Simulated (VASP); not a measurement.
BiTe: single point with PBE

Crystal: BiTe.

```
Bi Te
1.0
     0.00000    3.64676    3.64676
     3.64676    0.00000    3.64676
     3.64676    3.64676    0.00000
Bi Te
1 1
Direct
  0.00000 0.00000 0.00000
  0.25000 0.25000 0.25000
```

This cell differs from its parent crystal: volume scaled by 1.020.

| Quantity | Value |
| --- | --- |
| Program | VASP 6.6.1 |
| Task | single point |
| Functional | PBE |
| Potentials or basis | VASP PAW PBE potentials, release 64 (Bi_d, Te) |
| Cutoff | 520 eV |
| k mesh | 8 × 8 × 8 |
| Occupations | gaussian, width 0.05 eV |
| Spin | no spin polarisation |
| Dipole correction | no |
| Further INCAR settings | ALGO = Normal; EDIFF = 1e-06; NBANDS = 18 |

```yaml
Pressure: -0.6 GPa
```

Levels at points of the mesh, in eV from the Fermi level:
```tsv
k point	band 7	band 8	band 9	band 10	band 11	band 12	band 13	band 14	band 15	band 16
(0.00, 0.00, 0.00)	-8.80	-2.69	-2.69	-2.69	-0.15	-0.15	-0.15	3.02	5.96	5.96
(0.50, 0.00, 0.00)	-10.29	-3.31	-3.27	-3.27	0.74	0.74	2.04	4.85	5.51	6.19
(0.50, 0.50, 0.00)	-11.21	-3.92	-3.92	-1.84	-0.97	2.58	2.58	4.67	5.40	7.56
```

It took 43 s on 1 thread of Intel(R) Xeon(R) Platinum 8259CL CPU @ 2.50GHz (Skylake/Cascade Lake), with other jobs on the host, peak memory 0.26 GiB.

Caveat: spin-orbit coupling is left out, which moves the levels of the heavy elements.
